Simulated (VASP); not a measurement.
# In7Ga9P16 (P1) in VASP: single point with PBEsol

Aim: the single point of In7Ga9P16 with PBEsol.

Program: VASP 6.6.1. These are calculated values, not measurements. Logs are shortened: lines on timing, memory, paths and dates and some standing lists are left out, and cuts for length are marked.

## 1. The cell of the first run

The typed cell holds 64 atoms: a = 11.259 Å, b = 11.259 Å, c = 11.259 Å, α = 90.00°, β = 90.00°, γ = 90.00°.

## 2. Single point, PBEsol

INCAR reads:

```
ALGO = Normal
EDIFF = 1E-6
ENCUT = 500
GGA = PS
GGA_COMPAT = False
ISIF = 2
ISMEAR = -1
ISYM = -1
LASPH = True
LCHARG = True
LELF = True
LREAL = Auto
LVHAR = True
LWAVE = False
NBANDS = 326
NELM = 120
PREC = Accurate
SIGMA = 0.05
```

KPOINTS reads:

```
explicit points
1
Reciprocal
  0.25000000   0.25000000   0.25000000 1
```

POSCAR reads:

```
In7Ga9P16
1.0
   11.2586194527      0.0000000000      0.0000000000
    0.0000000000     11.2586194527      0.0000000000
    0.0000000000      0.0000000000     11.2586194527
Ga In P
18 14 32
Direct
    0.0002140000      0.9955880000      0.0050670000
    0.0015890000      0.5058120000      0.9982440000
    0.0024260000      0.5056020000      0.5040410000
    0.4992550000      0.9929570000      0.4981040000
    0.4968310000      0.5065680000      0.9947770000
    0.4980770000      0.5072650000      0.5045800000
    0.2480680000      0.2561430000      0.9982860000
    0.2518340000      0.2550520000      0.5034860000
    0.2482740000      0.7456200000      0.0001460000
    0.2545950000      0.7456290000      0.4997340000
    0.7482410000      0.7470230000      0.0024740000
    0.7459940000      0.7474490000      0.4973060000
    0.2519600000      0.5038320000      0.7496930000
    0.7493860000      0.9907260000      0.2501280000
    0.7478600000      0.5080860000      0.7505020000
    0.9977730000      0.7495740000      0.2487320000
    0.5015550000      0.7495320000      0.2512780000
    0.4992940000      0.7439990000      0.7473790000
    0.0005880000      0.9959930000      0.4960910000
    0.4994850000      0.9935510000      0.0027570000
    0.7527470000      0.2524820000      0.0009990000
    0.7487620000      0.2526320000      0.5018240000
    0.2505700000      0.9972080000      0.2508030000
    0.2535350000      0.9988910000      0.7504690000
    0.2505160000      0.5047240000      0.2505990000
    0.7476600000      0.9940940000      0.7508750000
    0.7501220000      0.5094550000      0.2512290000
    0.0034510000      0.2507950000      0.2491350000
    0.0043370000      0.2580560000      0.7539680000
    0.0005340000      0.7455500000      0.7530490000
    0.4980770000      0.2508930000      0.2526370000
    0.4970720000      0.2576100000      0.7486350000
    0.1274120000      0.1249920000      0.1127510000
    0.1300170000      0.1315500000      0.6190640000
    0.1169570000      0.6312660000      0.1198380000
    0.1338460000      0.6212690000      0.6214890000
    0.6317170000      0.1171490000      0.1330160000
    0.6154010000      0.1171980000      0.6205600000
    0.6160150000      0.6314820000      0.1197470000
    0.6247370000      0.6259260000      0.6246600000
    0.3752400000      0.3772300000      0.1123410000
    0.3684810000      0.3862850000      0.6194460000
    0.3729620000      0.8578930000      0.1266560000
    0.3810060000      0.8658270000      0.6199440000
    0.8834490000      0.3865000000      0.1210370000
    0.8742140000      0.3915290000      0.6281900000
    0.8734920000      0.8717790000      0.1260300000
    0.8683950000      0.8646580000      0.6179830000
    0.3732330000      0.1243550000      0.3892990000
    0.3711760000      0.1331980000      0.8833470000
    0.3843070000      0.6320750000      0.3802580000
    0.3720920000      0.6269250000      0.8716810000
    0.8668790000      0.1181190000      0.3658430000
    0.8828620000      0.1165180000      0.8793470000
    0.8826620000      0.6329850000      0.3822870000
    0.8675050000      0.6199800000      0.8824000000
    0.1251270000      0.3769750000      0.3880550000
    0.1333340000      0.3889320000      0.8815630000
    0.1265800000      0.8580550000      0.3740080000
    0.1259430000      0.8741180000      0.8875150000
    0.6170130000      0.3870920000      0.3823510000
    0.6258620000      0.3901290000      0.8743750000
    0.6240230000      0.8718260000      0.3729420000
    0.6226190000      0.8576750000      0.8742060000
```

Potentials or basis: VASP PAW PBE potentials, release 64 (Ga_d, In_d, P).

Launch:

```sh
> cat potpaw_PBE.64/Ga_d/POTCAR potpaw_PBE.64/In_d/POTCAR potpaw_PBE.64/P/POTCAR > POTCAR
> mpirun -np 1 vasp_std > vasp.out
```

OUTCAR:

```text
EDIFF = 1E-6
   ENCUT = 500
   GGA = PS
   ISIF = 2
   ISMEAR = -1
   ISYM = -1
   LASPH = True
   LREAL = Auto
   NELM = 120
   PREC = Accurate

 ion  position               nearest neighbor table
   1  0.000  0.996  0.005-  54 2.37  60 2.37  33 2.38  47 2.42
   2  0.002  0.506  0.998-  45 2.34  35 2.36  56 2.37  58 2.38
   3  0.002  0.506  0.504-  36 2.37  46 2.38  57 2.39  55 2.40
   4  0.499  0.993  0.498-  38 2.36  49 2.39  44 2.39  63 2.41
   5  0.497  0.507  0.995-  62 2.38  52 2.39  41 2.40  39 2.40
   6  0.498  0.507  0.505-  61 2.35  51 2.36  40 2.38  42 2.38
[... 10 lines left out ...]
  17  0.502  0.750  0.251-  43 2.36  51 2.37  39 2.37  63 2.38
  18  0.499  0.744  0.747-  64 2.37  40 2.38  44 2.39  52 2.40
  19  0.001  0.996  0.496-  48 2.51  53 2.51  59 2.51  34 2.52  23 3.94  28 4.00
  20  0.499  0.994  0.003-  37 2.51  43 2.51  64 2.52  50 2.52  23 3.96  24 3.97  26 3.98
  21  0.753  0.252  0.001-  45 2.50  54 2.52  37 2.53  62 2.54  29 3.97  28 3.97
  22  0.749  0.253  0.502-  61 2.51  38 2.52  53 2.53  46 2.54  32 3.97  31 3.98
  23  0.251  0.997  0.251-  43 2.51  59 2.52  49 2.53  33 2.53  19 3.94  20 3.96  28 3.99  31 3.99

  24  0.254  0.999  0.750-  50 2.51  34 2.52  60 2.53  44 2.54  20 3.97  32 4.00
  25  0.251  0.505  0.251-  41 2.54  51 2.54  57 2.54  35 2.54  28 3.99  31 3.99
  26  0.748  0.994  0.751-  48 2.49  64 2.50  38 2.51  54 2.51  20 3.98  30 3.99
  27  0.750  0.509  0.251-  45 2.51  61 2.51  55 2.52  39 2.52
  28  0.003  0.251  0.249-  45 2.50  33 2.51  53 2.51  57 2.52  21 3.97  23 3.99  25 3.99  19 4.00

  29  0.004  0.258  0.754-  34 2.52  58 2.52  54 2.53  46 2.53  21 3.97
  30  0.001  0.746  0.753-  48 2.51  56 2.52  60 2.53  36 2.53  26 3.99
  31  0.498  0.251  0.253-  61 2.51  37 2.52  49 2.52  41 2.54  22 3.98  23 3.99  25 3.99
  32  0.497  0.258  0.749-  50 2.50  42 2.51  62 2.52  38 2.52  22 3.97  24 4.00
  33  0.127  0.125  0.113-   1 2.38   7 2.38  28 2.51  23 2.53
  34  0.130  0.132  0.619-   8 2.35  29 2.52  24 2.52  19 2.52
  35  0.117  0.631  0.120-   2 2.36   9 2.38  16 2.38  25 2.54
  36  0.134  0.621  0.621-  13 2.37   3 2.37  10 2.38  30 2.53
  37  0.632  0.117  0.133-  14 2.35  20 2.51  31 2.52  21 2.53
  38  0.615  0.117  0.621-   4 2.36  26 2.51  32 2.52  22 2.52
[... 24 lines left out ...]
  63  0.624  0.872  0.373-  17 2.38  14 2.39  12 2.41   4 2.41
  64  0.623  0.858  0.874-  18 2.37  11 2.37  26 2.50  20 2.52

IMPORTANT INFORMATION: All symmetrisations will be switched off!
NOSYMM: (Re-)initialisation of all symmetry stuff for point group C_1.

----------------------------------------------------------------------------------------

                                     Primitive cell

  volume of cell :    1427.1033

  direct lattice vectors                    reciprocal lattice vectors
    11.258619453  0.000000000  0.000000000     0.088820837  0.000000000  0.000000000
     0.000000000 11.258619453  0.000000000     0.000000000  0.088820837  0.000000000
[... 179 lines left out ...]
   NUPDOWN=      -1.0000    fix difference up-down
   EMIN   =  10.00;   EMAX   =-10.00  energy-range for DOS
   EFERMI =   0.00;   METHOD = LEGACY
   ISMEAR =    -1;   SIGMA  =   0.05  broadening in eV -4-tet -1-fermi 0-gaus
   EFERMI_NEDOS =   21; number of points for ismear=-14 and -15
   IALGO  =     38    algorithm
   IMIX   =      4    mixing-type and parameters
     AMIX     =   0.40;   BMIX     =  1.00
     AMIX_MAG =   1.60;   BMIX_MAG =  1.00
  volume/ion in A,a.u.               =      22.30       150.48
  Fermi-wavevector in a.u.,A,eV,Ry     =   1.209847  2.286280 19.915259  1.463730
  Thomas-Fermi vector in A             =   2.345412
   LORBIT       =      0    0 simple, 1 ext, 2 COOP (PROOUT), +10 PAW based schemes
   GGA     = PS    functional components
   LHFCALC =     F    Hartree Fock is set to
   AEXX    =    0.0000 exact exchange contribution
   IVDW    =     0    specifies the selected vdW correction
   LEPSILON=     F    determine dielectric tensor
   LRPA    =     F    only Hartree local field effects (RPA)
 non-spin polarized calculation
  energy-cutoff  :      500.00
  volume of cell :     1427.10
 maximum number of plane-waves:     36273
 NGX is ok and might be reduce to    84
   NGX = 41   NGY = 41   NGZ = 41

 number of electron     576.0000042 magnetization

 Free energy of the ion-electron system (eV)
  ---------------------------------------------------
  ext. energy  EPLUGINS =         0.00000000
  ---------------------------------------------------
  free energy    TOTEN  =      -305.43734052 eV

  energy without entropy =     -305.43734013  energy(sigma->0) =     -305.43734033

 E-fermi :   5.5420     XC(G=0):  -9.7861

 val. band max:        4.7154473999   @ k =   0.2500   0.2500   0.2500
 cond. band min:       6.3427348660   @ k =   0.2500   0.2500   0.2500
 fundamental gap:      1.6272874661
 Fermi energy:         5.5420126383

 k-point     1 :       0.2500    0.2500    0.2500
  band No.  band energies     occupation
      1      -9.7806      2.00000
      2      -9.7765      2.00000
      3      -9.7737      2.00000
      4      -9.7723      2.00000
      5      -9.7687      2.00000
      6      -9.7670      2.00000
[... 292 lines left out ...]
    299       7.2811      0.00000
    300       7.3365      0.00000
 [bands above 300 left out]

------------------------ aborting loop because EDIFF is reached ----------------------------------------

  FORCE on cell =-STRESS in cart. coord.  units (eV):
  Direction    XX          YY          ZZ          XY          YZ          ZX
  --------------------------------------------------------------------------------------
  -------------------------------------------------------------------------------------
  Total       -1.1463688      0.2339820     -0.4194919     -4.7765191     -4.6268335     -4.5792310
  in kB       -1.2870029      0.2626864     -0.4709543     -5.3624923     -5.1944435     -5.1410013
  external PRESSURE =      -0.4984236 kB  Pullay stress =       0.0000000 kB

 VOLUME and BASIS-vectors are now :
 -----------------------------------------------------------------------------
  energy-cutoff  :      500.00
  volume of cell :     1427.10
      direct lattice vectors                 reciprocal lattice vectors
    11.258619453  0.000000000  0.000000000     0.088820837  0.000000000  0.000000000
     0.000000000 11.258619453  0.000000000     0.000000000  0.088820837  0.000000000
     0.000000000  0.000000000 11.258619453     0.000000000  0.000000000  0.088820837

 POSITION                                       TOTAL-FORCE (eV/Angst)
 -----------------------------------------------------------------------------------
      0.00241     11.20895      0.05705         0.011103     -0.004670     -0.003240
      0.01789      5.69474     11.23885        -0.016586      0.003819      0.011626
      0.02731      5.69238      5.67481         0.013566      0.002078     -0.007889
      5.62092     11.17932      5.60796         0.003849      0.001728      0.003972
      5.59363      5.70326     11.19982         0.001735      0.008278     -0.001524
      5.60766      5.71110      5.68087        -0.009957      0.002605     -0.008471
[... 56 lines left out ...]
      7.02564      9.81556      4.19881         0.014942     -0.005295      0.003822
      7.00983      9.65624      9.84235         0.001452      0.003500      0.005263
 -----------------------------------------------------------------------------------
    total drift:                                0.006192     -0.015525     -0.014104

  FREE ENERGIE OF THE ION-ELECTRON SYSTEM (eV)
  ---------------------------------------------------
  free  energy   TOTEN  =      -305.4373405217 eV

  energy  without entropy=     -305.4373401344  energy(sigma->0) =     -305.43734033
```

Run time: 32 min. Hardware: 1 thread of Intel Xeon Platinum 8259CL at 2.50GHz (Skylake/Cascade Lake), shared host; peak memory 1.3 GiB.

Results:

| Property | Result |
| --- | --- |
| Free energy | -305.4373 eV |
| Pressure | 0.0 GPa |
| Largest force | 0.032 eV/Å |
| Band gap on the k mesh | 1.63 eV |

Forces on the atoms (eV/Å):
```
Ga   0.011 -0.005 -0.003
Ga  -0.017  0.004  0.012
Ga   0.014  0.002 -0.008
Ga   0.004  0.002  0.004
Ga   0.002  0.008 -0.002
Ga  -0.010  0.003 -0.008
Ga  -0.004 -0.020 -0.011
Ga  -0.002  0.002  0.000
Ga  -0.003  0.008  0.012
Ga   0.000 -0.006 -0.011
Ga  -0.005 -0.001 -0.009
Ga  -0.007  0.009  0.006
Ga   0.009 -0.005 -0.021
Ga   0.006  0.027  0.016
Ga  -0.007  0.022  0.003
Ga   0.022  0.002  0.000
Ga  -0.021  0.002 -0.013
Ga   0.010 -0.001  0.000
In  -0.006  0.000 -0.006
In  -0.004 -0.004  0.012
In   0.002  0.003  0.012
In  -0.008 -0.004 -0.018
In   0.008 -0.007 -0.002
In   0.000 -0.003  0.003
In   0.000  0.015  0.014
In  -0.005 -0.009 -0.006
In  -0.005 -0.005 -0.003
In   0.001  0.004  0.003
In   0.013 -0.008  0.004
In   0.005  0.003  0.007
In   0.011 -0.004  0.010
In  -0.014  0.004 -0.001
P   -0.010  0.014  0.000
P    0.014  0.000  0.005
P    0.011  0.003 -0.005
P   -0.011 -0.007  0.007
P   -0.011  0.001 -0.010
P    0.004 -0.004 -0.006
P    0.011  0.005  0.006
P    0.005 -0.004  0.009
P    0.008  0.008  0.003
P   -0.004  0.002  0.018
P    0.012  0.004  0.013
P   -0.001  0.005  0.003
P    0.011 -0.004 -0.015
P   -0.003  0.009  0.003
P   -0.011 -0.007 -0.003
P   -0.002  0.003  0.002
P   -0.013  0.001 -0.004
P   -0.018  0.012 -0.006
P   -0.008 -0.017  0.002
P    0.008 -0.004  0.008
P   -0.006 -0.020  0.000
P   -0.001  0.002  0.006
P   -0.016 -0.007 -0.007
P    0.020 -0.010 -0.011
P   -0.002  0.005 -0.006
P   -0.009 -0.010 -0.011
P    0.004 -0.004  0.002
P   -0.005 -0.007 -0.004
P    0.004 -0.001  0.002
P   -0.001 -0.005 -0.006
P    0.015 -0.005  0.004
P    0.001  0.004  0.005
```

Caveat: the PAW data sets were made with another functional, which shifts forces and pressure a little; spin-orbit coupling is left out, which moves the levels of the heavy elements; a shifted mesh leaves out Γ, where band edges can lie.
